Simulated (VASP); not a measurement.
Here is a VASP 6.6.1 calculation.

Contents of INCAR:

```
PREC = Accurate
ENCUT = 520
EDIFF = 1E-6
ISMEAR = 0
SIGMA = 0.15
LREAL = F
LASPH = T
NELM = 80
ALGO = Fast
ISIF = 2
LWAVE = F
LCHARG = F
GGA = PE
NBANDS = 22
```

KPOINTS

```
regular mesh
0
Gamma
  21 21 12
```

File POSCAR:

```
Rh
1.0
    2.7796149165      0.0000000000      0.0000000000
   -1.3898074583      2.4072171304      0.0000000000
    0.0000000000      0.0000000000      4.3403686921
Rh
2
Direct
    0.6666666667      0.3333333333      0.7500000000
    0.3333333333      0.6666666667      0.2500000000
```

Potentials or basis: VASP PAW PBE potentials, release 64 (Rh_pv).

The run is started by

```bash
$ cat potpaw_PBE.64/Rh_pv/POTCAR > POTCAR
$ mpirun -np 1 vasp_std > vasp.out
```

Q: What does it give for the pressure?

A: -6.4 GPa.

Q: What does it give for the band gap on the k mesh?

A: Zero (bands 15 and 16 overlap by 2.12 eV).

Stress tensor (GPa, compression positive):
```
-8.72  0.00  0.00
 0.00 -8.72  0.00
 0.00  0.00 -1.87
```

Caveat: the cell stands under tension.
